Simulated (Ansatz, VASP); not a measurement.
# Two plane-wave programs on Si

```
CELL_PARAMETERS angstrom
0.00000 5.43000 5.43000
5.43000 0.00000 5.43000
5.43000 5.43000 0.00000
ATOMIC_POSITIONS crystal
Si 0.99993 0.99983 0.00008
Si 0.12457 0.12465 0.12448
Si 0.00305 0.00343 0.49675
Si 0.12461 0.12468 0.62621
Si 0.00328 0.49691 0.00284
Si 0.12471 0.62594 0.12468
Si 0.00339 0.49693 0.49696
Si 0.13185 0.62296 0.62262
Si 0.49684 0.00353 0.00272
Si 0.62605 0.12472 0.12463
Si 0.49689 0.00361 0.49692
Si 0.62261 0.13264 0.62241
Si 0.49693 0.49693 0.00318
Si 0.62306 0.62320 0.13084
Si 0.50041 0.50113 0.49948
Si 0.62322 0.62335 0.62312
Si 0.75038 0.75110 0.74949
```

Alike in both runs: functional PBE; k mesh 2 × 2 × 2; occupations gaussian, width 0.05 eV; no spin polarisation.

Ansatz relaxed the structure, and its values are those at the end. VASP's run is a single point on that final structure, the one shown.

```csv
,VASP,Ansatz
version,VASP 6.6.1,Ansatz 0.2.0
potentials or method,"VASP PAW PBE potentials, release 64 (Si), cutoff 520 eV","scalar-relativistic, plane waves, PAW"
valence electrons in the cell,68,68
```

Ansatz gave:

```
rms of the force components (eV/Å) : 0.011
```

Task: What did VASP give for the same quantities?

Result: rms of the force components (eV/Å): 0.010.

The k mesh is coarse, so the values compare programs but aren't converged.
